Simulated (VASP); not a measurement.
# TiAl (P4/mmm) in VASP: single point with PBE

Aim: the single point of TiAl with PBE.

All numbers are computed with VASP 6.6.1; they aren't measurements. Logs are shortened: lines on timing, memory, paths and dates and some standing lists are left out, and cuts for length are marked.

## (1) The cell of the first run

It takes space group P4/mmm (No. 123, tetragonal). The conventional cell has a = 3.560 Å, b = 3.560 Å, c = 7.033 Å, α = 90.00°, β = 90.00°, γ = 90.00°. Within 2.6 Å of Ti (site symmetry 4mm) lie 1 Ti at 1.99 Å and 1 Al at 2.52 Å. Within 3.3 Å of Al (site symmetry 4/mmm) lie 4 Al at 2.52 Å. Within 3.3 Å of Al (site symmetry 4/mmm) lie 4 Al at 2.52 Å and 2 Ti at 2.52 Å.

## (2) Single point, PBE

POSCAR reads:

```
TiAl
1.0
    3.5602857974      0.0000000000      0.0000000000
    0.0000000000      3.5602857974      0.0000000000
    0.0000000000      0.0000000000      7.0328352084
Ti Al
2 2
Direct
    0.0000000000      0.0000000000      0.3587976064
    0.0000000000      0.0000000000      0.6412023936
    0.5000000000      0.5000000000      0.0000000000
    0.0000000000      0.0000000000      0.0000000000
```

INCAR.step1 reads:

```
SYSTEM = TiAl
PREC = Accurate
ENCUT = 520
EDIFF = 1E-6
ISMEAR = 0
SIGMA = 0.1
LREAL = .False.
LASPH = .True.
NELM = 80
ALGO = Fast
ISIF = 2
LWAVE = .False.
LCHARG = .True.
LMAXMIX = 4
GGA = PE
NBANDS = 23
```

KPOINTS.step1 reads:

```
Automatic mesh
0
Gamma
  14 14 8
  0 0 0
```

INCAR.step2 reads:

```
SYSTEM = TiAl
PREC = Accurate
ENCUT = 520
EDIFF = 1E-6
ISMEAR = -5
SIGMA = 0.1
LREAL = .False.
LASPH = .True.
NELM = 80
ALGO = Fast
ISIF = 2
LWAVE = .False.
LCHARG = .False.
LMAXMIX = 4
GGA = PE
LORBIT = 11
NEDOS = 1001
ICHARG = 11
```

KPOINTS.step2 reads:

```
Automatic mesh
0
Gamma
  21 21 12
  0 0 0
```

Potentials or basis: VASP PAW PBE potentials, release 64 (Ti_sv, Al).

On the command line:

```sh
$ cat potpaw_PBE.64/Ti_sv/POTCAR potpaw_PBE.64/Al/POTCAR > POTCAR
$ cp INCAR.step1 INCAR
$ cp KPOINTS.step1 KPOINTS
$ mpirun -np 1 vasp_std > vasp.out
$ cp INCAR.step2 INCAR
$ cp KPOINTS.step2 KPOINTS
$ mpirun -np 1 vasp_std > vasp.out
```

OUTCAR:

```text
SYSTEM = TiAl
   PREC = Accurate
   ENCUT = 520
   EDIFF = 1E-6
   ISMEAR = -5
   LREAL = .False.
   LASPH = .True.
   NELM = 80
   ISIF = 2
   GGA = PE
   LORBIT = 11
   ICHARG = 11

 ion  position               nearest neighbor table
   1  0.000  0.000  0.359-   2 1.99   4 2.52
   2  0.000  0.000  0.641-   1 1.99   4 2.52
   3  0.500  0.500  0.000-   4 2.52   4 2.52   4 2.52   4 2.52
   4  0.000  0.000  0.000-   3 2.52   3 2.52   3 2.52   3 2.52   1 2.52   2 2.52

  LATTYP: Found a simple tetragonal cell.
 ALAT       =     3.5602857974
 C/A-ratio  =     1.9753569260

  Lattice vectors:

 A1 = (   3.5602857974,   0.0000000000,   0.0000000000)
 A2 = (   0.0000000000,   3.5602857974,   0.0000000000)
 A3 = (   0.0000000000,   0.0000000000,   7.0328352084)

Analysis of symmetry for initial positions (statically):
=====================================================================
 Subroutine PRICEL returns:
 Original cell was already a primitive cell.

 Routine SETGRP: Setting up the symmetry group for a
 simple tetragonal supercell.

 Subroutine GETGRP returns: Found 16 space group operations
 (whereof 16 operations were pure point group operations)
 out of a pool of 16 trial point group operations.

The static configuration has the point symmetry D_4h.

Analysis of symmetry for dynamics (positions and initial velocities):
=====================================================================
 Subroutine PRICEL returns:
 Original cell was already a primitive cell.

 Routine SETGRP: Setting up the symmetry group for a
 simple tetragonal supercell.

 Subroutine GETGRP returns: Found 16 space group operations
 (whereof 16 operations were pure point group operations)
 out of a pool of 16 trial point group operations.

The dynamic configuration has the point symmetry D_4h.

 Subroutine INISYM returns: Found 16 space group operations
 (whereof 16 operations are pure point group operations),
 and found     1 'primitive' translations

----------------------------------------------------------------------------------------

                                     Primitive cell

  volume of cell :      89.1457

  direct lattice vectors                    reciprocal lattice vectors
     3.560285797  0.000000000  0.000000000     0.280876328  0.000000000  0.000000000
     0.000000000  3.560285797  0.000000000     0.000000000  0.280876328  0.000000000
     0.000000000  0.000000000  7.032835208     0.000000000  0.000000000  0.142190165

  length of vectors
[... 98 lines left out ...]
   PSTRESS=    0.0 pullay stress
   NELECT =      30.0000    total number of electrons
   NUPDOWN=      -1.0000    fix difference up-down
   EMIN   =  10.00;   EMAX   =-10.00  energy-range for DOS
   EFERMI =   0.00;   METHOD = LEGACY
   ISMEAR =    -5;   SIGMA  =   0.10  broadening in eV -4-tet -1-fermi 0-gaus
   EFERMI_NEDOS =   21; number of points for ismear=-14 and -15
   IALGO  =     68    algorithm
   IMIX   =      4    mixing-type and parameters
     AMIX     =   0.40;   BMIX     =  1.00
     AMIX_MAG =   1.60;   BMIX_MAG =  1.00
  volume/ion in A,a.u.               =      22.29       150.40
  Fermi-wavevector in a.u.,A,eV,Ry     =   1.138715  2.151860 17.642304  1.296673
  Thomas-Fermi vector in A             =   2.275420
   LORBIT       =     11    0 simple, 1 ext, 2 COOP (PROOUT), +10 PAW based schemes
   GGA     = PE    functional components
   LHFCALC =     F    Hartree Fock is set to
   AEXX    =    0.0000 exact exchange contribution
   IVDW    =     0    specifies the selected vdW correction
   LEPSILON=     F    determine dielectric tensor
   LRPA    =     F    only Hartree local field effects (RPA)
 non-spin polarized calculation
 RMM-DIIS sequential band-by-band and
 Fermi weights with tetrahedron method with Bloechl corrections
  energy-cutoff  :      520.00
  volume of cell :       89.15
 maximum number of plane-waves:      2424
 NGX is ok and might be reduce to    28

 number of electron      30.0000009 magnetization

 Free energy of the ion-electron system (eV)
  ---------------------------------------------------
  ext. energy  EPLUGINS =         0.00000000
  ---------------------------------------------------
  free energy    TOTEN  =       -18.91757399 eV

  energy without entropy =      -18.91757399  energy(sigma->0) =      -18.91757399

 E-fermi :   5.2981     XC(G=0):  -9.4571

 val. band max:        5.3242253020   @ k =   0.3810   0.0476   0.0000
 cond. band min:       5.2743686373   @ k =   0.1429   0.1429   0.3333
 fundamental gap:     -0.0498566646
 Fermi energy:         5.2981497265

 k-point     1 :       0.0000    0.0000    0.0000
  band No.  band energies     occupation
      1     -51.6120      2.00000
      2     -50.7623      2.00000
      3     -28.8671      2.00000
      4     -27.7926      2.00000
      5     -27.7926      2.00000
      6     -27.2906      2.00000
[... 505 lines left out ...]
      6     -27.3024      2.00000
[... 11 lines left out ...]
     18       6.4524      0.00000
     19       6.8269      0.00000

 [... further k-points ...]

------------------------ aborting loop because EDIFF is reached ----------------------------------------

  FORCE on cell =-STRESS in cart. coord.  units (eV):
  Direction    XX          YY          ZZ          XY          YZ          ZX
  --------------------------------------------------------------------------------------
  -------------------------------------------------------------------------------------
  Total       -0.0236153     -0.0236153      0.9107626      0.0000000     -0.0000000     -0.0000000
  in kB       -0.4244274     -0.4244274     16.3687537      0.0000000     -0.0000000     -0.0000000
  external PRESSURE =       5.1732997 kB  Pullay stress =       0.0000000 kB

 VOLUME and BASIS-vectors are now :
 -----------------------------------------------------------------------------
  energy-cutoff  :      520.00
  volume of cell :       89.15
      direct lattice vectors                 reciprocal lattice vectors
     3.560285797  0.000000000  0.000000000     0.280876328  0.000000000  0.000000000
     0.000000000  3.560285797  0.000000000     0.000000000  0.280876328  0.000000000
     0.000000000  0.000000000  7.032835208     0.000000000  0.000000000  0.142190165

 POSITION                                       TOTAL-FORCE (eV/Angst)
 -----------------------------------------------------------------------------------
      0.00000      0.00000      2.52336         0.000000     -0.000000     -0.512814
      0.00000      0.00000      4.50947         0.000000      0.000000      0.512814
      1.78014      1.78014      0.00000         0.000000      0.000000     -0.000000
      0.00000      0.00000      0.00000         0.000000      0.000000     -0.000000
 -----------------------------------------------------------------------------------
    total drift:                               -0.000000     -0.000000      0.000000

  FREE ENERGIE OF THE ION-ELECTRON SYSTEM (eV)
  ---------------------------------------------------
  free  energy   TOTEN  =       -18.9175739926 eV

  energy  without entropy=      -18.9175739926  energy(sigma->0) =      -18.91757399

 total charge

# of ion       s       p       d       tot
------------------------------------------
    1        2.151   6.040   2.265  10.457
    2        2.151   6.040   2.265  10.457
    3        0.460   0.340   0.000   0.801
    4        0.489   0.421   0.000   0.909
--------------------------------------------------
tot          5.252  12.841   4.531  22.624
```

OUTCAR.step1:

```text
SYSTEM = TiAl
   PREC = Accurate
   ENCUT = 520
   EDIFF = 1E-6
   ISMEAR = 0
   LREAL = .False.
   LASPH = .True.
   NELM = 80
[... 854 lines left out ...]
      0.00000      0.00000      4.50947        -0.000000     -0.000000      0.502943
      1.78014      1.78014      0.00000         0.000000      0.000000      0.000000
      0.00000      0.00000      0.00000         0.000000      0.000000      0.000000
 -----------------------------------------------------------------------------------
    total drift:                               -0.000000     -0.000000      0.000000

  FREE ENERGIE OF THE ION-ELECTRON SYSTEM (eV)
  ---------------------------------------------------
  free  energy   TOTEN  =       -18.9248310893 eV

  energy  without entropy=      -18.9105587758  energy(sigma->0) =      -18.91769493
```

Run time: 55 min. Hardware: 1 thread of Intel Xeon 8259CL, shared host; peak memory 0.76 GiB.

What came out:

* Valence electrons inside the program's atomic spheres: Ti 10.46; Al 0.80, 0.91

Levels at points of the mesh, in eV from the Fermi level:
| k point | band 11 | band 12 | band 13 | band 14 | band 15 | band 16 | band 17 | band 18 | band 19 |
| --- | --- | --- | --- | --- | --- | --- | --- | --- | --- |
| (0.00, 0.00, 0.00) | -2.97 | -0.61 | -0.61 | -0.57 | -0.16 | 1.15 | 1.51 | 1.53 | 1.54 |
| (0.00, 0.00, 0.50) | -1.78 | -0.50 | -0.31 | -0.31 | 0.27 | 0.64 | 0.64 | 0.96 | 1.53 |

Caveat: atoms lie so close that the PAW spheres overlap strongly, which falsifies energies and pressures.
